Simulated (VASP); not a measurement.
# Si16C17 (a cell with a defect) in VASP: a series of runs, part 2 of 2

VASP 6.6.1. The steps go on from the part before.

### 3 Single point, PBE

INCAR reads:

```
SYSTEM = Si16C17
PREC     = Accurate       ! precision mode
ENCUT    = 520            ! plane-wave cutoff, eV
EDIFF    = 1E-6           ! SCF threshold, eV
ISMEAR   = 0              ! smearing method
SIGMA    = 0.02           ! smearing width, eV
LREAL    = Auto         
LASPH    = .True.         ! aspherical terms in the spheres
NELM     = 80             ! most SCF steps
ALGO     = Normal         ! electronic algorithm
ISIF     = 2              ! what is computed and relaxed
LWAVE    = .False.        ! write WAVECAR
LCHARG   = .False.        ! write CHGCAR
GGA      = PE             ! functional
NBANDS   = 88             ! bands
```

KPOINTS reads:

```
Automatic mesh
0
Gamma
  2 2 2
  0.5 0.5 0.5
```

POSCAR reads:

```
Si16C17
1.0
    4.3797259441      4.3797259441      4.3797259441
   -4.3797259441      4.3797259441     -4.3797259441
   -4.3797259441     -4.3797259441      4.3797259441
Si C
16 17
Direct
    0.2472717503     -0.0030321532      0.0017223680
    0.2437653665      0.7429236536      0.2427358500
    0.4943729420      0.7447110942     -0.0003827865
    0.2381359047      0.4805365739      0.4878075768
    0.5024072346      0.5007371530      0.2511886620
    0.7554140470      0.5161901746      0.0043146535
    0.2526446892      0.2493835263      0.7476518033
    0.4971340736      0.2500453257      0.4979882367
    0.7490435570      0.2534717958      0.2540075599
    0.0110834560      0.2519482986     -0.0034586639
    0.4259360115     -0.0763883413      0.6877149480
    0.7502669213      0.0040676061      0.5053703196
   -0.0024316590     -0.0009938978      0.2487242384
    0.7458392470      0.7548192609      0.7500946502
   -0.0125379991      0.7455090893      0.4952783639
   -0.0004088155      0.5006705963      0.7485204649
    0.4984450004      0.2487499250      0.2476031637
    0.4893864427     -0.0051158452      0.4844913876
    0.7462221476     -0.0002796979      0.2461116320
    0.4794675573      0.7161798569      0.7380817981
    0.7457668680      0.7515375487      0.4998748844
    0.0009251720      0.7549873079      0.2535054737
    0.5012089861      0.4978345741      0.0004308489
    0.7488800765      0.5013790881      0.7483976262
   -0.0028491509      0.4994450630      0.4983453366
    0.2582654747      0.5004971836      0.2518866509
    0.7969535182      0.2999549553      0.0387107555
    0.0083670760      0.2560833747      0.7472352247
    0.2456189071      0.2404420992      0.4947711404
    0.0014738365     -0.0002327771      0.0029934521
    0.2345849976     -0.0072450880      0.7465977419
    0.2463872201      0.7471034813     -0.0022775398
    0.6977419453      0.1066864699     -0.1531504502
```

Potentials or basis: VASP PAW PBE potentials, release 64 (Si, C).

On the command line:

```console
cat potpaw_PBE.64/Si/POTCAR potpaw_PBE.64/C/POTCAR > POTCAR
mpirun -np 1 vasp_std > vasp.out
```

OUTCAR:

```text
SYSTEM = Si16C17
   PREC = Accurate
   ENCUT = 520
   EDIFF = 1E-6
   ISMEAR = 0
   LREAL = Auto
   LASPH = .True.
   NELM = 80
   ISIF = 2
   GGA = PE

 ion  position               nearest neighbor table
   1  0.247  0.997  0.002-  30 1.87  32 1.88  17 1.89  31 1.89  10 3.04   2 3.07   8 3.07  16 3.07
                            13 3.08   3 3.09  11 3.10  14 3.11   9 3.11   5 3.12  15 3.14   7 3.14
   2  0.244  0.743  0.243-  18 1.87  32 1.88  26 1.90  22 1.90  11 2.78   6 3.03  10 3.04   3 3.06
                            16 3.06   1 3.07   5 3.10  13 3.11  12 3.14   8 3.14   4 3.14
   3  0.494  0.745  1.000-  20 1.88  32 1.88  23 1.89  19 1.91   6 3.03   2 3.06  16 3.06   7 3.07
                             5 3.07  11 3.08   1 3.09  14 3.10  13 3.12  12 3.13
   4  0.238  0.481  0.488-  20 1.84  29 1.86  26 1.90  25 1.91  11 2.76  13 2.98   9 3.03   8 3.03
                             7 3.04  10 3.05  16 3.09   5 3.11   2 3.14  14 3.15
   5  0.502  0.501  0.251-  26 1.85  21 1.88  23 1.89  17 1.89  15 3.00  10 3.04   9 3.06   3 3.07
                             8 3.08  14 3.09   6 3.10   2 3.10   4 3.11  12 3.12   7 3.12   1 3.12
   6  0.755  0.516  0.004-  27 1.85  22 1.86  23 1.88  24 1.89  13 2.99   2 3.03   3 3.03  15 3.04
                            14 3.05   5 3.10  16 3.10   7 3.12   8 3.14
   7  0.253  0.249  0.748-  28 1.87  29 1.88  23 1.90  31 1.90  10 3.04   4 3.04   8 3.06   3 3.07
[... 589 lines left out ...]
     77      13.3899      0.00000
     78      13.4650      0.00000
 [bands above 78 left out]

------------------------ aborting loop because EDIFF is reached ----------------------------------------

  FORCE on cell =-STRESS in cart. coord.  units (eV):
  Direction    XX          YY          ZZ          XY          YZ          ZX
  --------------------------------------------------------------------------------------
  -------------------------------------------------------------------------------------
  Total       10.6002316     16.6986000     13.5658267     -5.9242246      8.8903810     -2.4199386
  in kB       50.5388247     79.6140737     64.6779203    -28.2449816     42.3867537    -11.5375641
  external PRESSURE =      64.9436062 kB  Pullay stress =       0.0000000 kB

 VOLUME and BASIS-vectors are now :
 -----------------------------------------------------------------------------
  energy-cutoff  :      520.00
  volume of cell :      336.05
      direct lattice vectors                 reciprocal lattice vectors
     4.379725944  4.379725944  4.379725944     0.000000000  0.114162394  0.114162394
    -4.379725944  4.379725944 -4.379725944    -0.114162394  0.114162394  0.000000000
    -4.379725944 -4.379725944  4.379725944    -0.114162394  0.000000000  0.114162394

 POSITION                                       TOTAL-FORCE (eV/Angst)
 -----------------------------------------------------------------------------------
     -3.29101      5.44188     -3.27592         0.057745      0.037317     -0.007169
     -3.24929      3.25831     -1.12306         0.107722      0.024998     -0.116341
     -5.47446      1.04880      3.28164         0.019944      0.045104     -0.064947
     -3.19811      1.01112      1.07482        -0.020628      0.059409     -0.011261
     -1.09282      3.29336      1.10745         0.004116      0.012408     -0.001272
      1.02884      5.55038      1.06663        -0.036744     -0.051499     -0.007716
[... 25 lines left out ...]
     -6.56275     -0.01853      2.17675         0.082154      0.020254     -0.067090
     -1.12031     -0.18579      6.29763        -0.343812     -0.180610      0.357454
 -----------------------------------------------------------------------------------
    total drift:                                0.036886      0.018636      0.030026

  FREE ENERGIE OF THE ION-ELECTRON SYSTEM (eV)
  ---------------------------------------------------
  free  energy   TOTEN  =      -243.5022449349 eV

  energy  without entropy=     -243.5022449349  energy(sigma->0) =     -243.50224493
```

OSZICAR:

```text
N       E                     dE             d eps       ncg     rms          rms(c)
DAV:   1     0.410182703435E+03    0.41018E+03   -0.61018E+04   704   0.136E+03
DAV:   2    -0.229296689361E+03   -0.63948E+03   -0.60702E+03   872   0.235E+02
DAV:   3    -0.272679401617E+03   -0.43383E+02   -0.42922E+02   848   0.589E+01
DAV:   4    -0.273626255504E+03   -0.94685E+00   -0.94299E+00   864   0.954E+00
DAV:   5    -0.273651389210E+03   -0.25134E-01   -0.25112E-01   840   0.150E+00    0.358E+01
DAV:   6    -0.244412689259E+03    0.29239E+02   -0.94772E+01   800   0.231E+01    0.161E+01
DAV:   7    -0.243637518804E+03    0.77517E+00   -0.89243E+00   904   0.758E+00    0.703E+00
DAV:   8    -0.243509464305E+03    0.12805E+00   -0.64637E-01   832   0.228E+00    0.202E+00
DAV:   9    -0.243500121897E+03    0.93424E-02   -0.10041E-01   824   0.990E-01    0.365E-01
DAV:  10    -0.243501378071E+03   -0.12562E-02   -0.11232E-02   832   0.319E-01    0.255E-01
DAV:  11    -0.243502097768E+03   -0.71970E-03   -0.15100E-03   832   0.126E-01    0.103E-01
DAV:  12    -0.243502227608E+03   -0.12984E-03   -0.25825E-04   808   0.560E-02    0.402E-02
DAV:  13    -0.243502242363E+03   -0.14755E-04   -0.69961E-05   824   0.255E-02    0.120E-02
DAV:  14    -0.243502243506E+03   -0.11429E-05   -0.62549E-06   816   0.893E-03    0.521E-03
DAV:  15    -0.243502244762E+03   -0.12558E-05   -0.23016E-06   528   0.500E-03    0.221E-03
DAV:  16    -0.243502244935E+03   -0.17320E-06   -0.27463E-07   448   0.186E-03
   1 F= -.24350224E+03 E0= -.24350224E+03  d E =-.550656E-24
```

Run time: 91 s. Hardware: 1 thread of Intel Xeon 6975P-C (Granite Rapids), shared host; peak memory 0.43 GiB.

Results:

```
Free energy            : -243.5022 eV
Pressure               : 6.5 GPa
Largest force          : 0.528 eV/Å
Band gap on the k mesh : 0.81 eV
```

Forces on the atoms (eV/Å):
```
Si   0.058  0.037 -0.007
Si   0.108  0.025 -0.116
Si   0.020  0.045 -0.065
Si  -0.021  0.059 -0.011
Si   0.004  0.012 -0.001
Si  -0.037 -0.051 -0.008
Si  -0.007 -0.036 -0.041
Si   0.049 -0.070  0.001
Si  -0.116 -0.040  0.089
Si   0.019 -0.016  0.053
Si   0.054  0.284 -0.144
Si   0.027 -0.063 -0.063
Si  -0.001  0.010  0.001
Si   0.058 -0.021  0.041
Si   0.003  0.022  0.011
Si   0.019 -0.020 -0.003
C    0.000 -0.007 -0.011
C    0.210 -0.102 -0.200
C   -0.003 -0.005  0.007
C   -0.025  0.143 -0.056
C    0.025  0.007  0.026
C    0.027 -0.010 -0.026
C   -0.009 -0.008 -0.054
C    0.034 -0.079  0.033
C   -0.030  0.011  0.045
C    0.031  0.025 -0.010
C   -0.286  0.037  0.268
C   -0.008 -0.084 -0.037
C   -0.026  0.004 -0.025
C    0.044  0.000  0.028
C    0.040  0.048 -0.014
C    0.082  0.020 -0.067
C   -0.344 -0.181  0.357
```

Levels at points of the mesh, in eV from the valence-band top:
```tsv
k point	band 64	band 65	band 66	band 67	band 68	band 69
(0.25, 0.25, 0.25)	-1.57	-1.39	-0.20	0.81	1.81	2.50
```
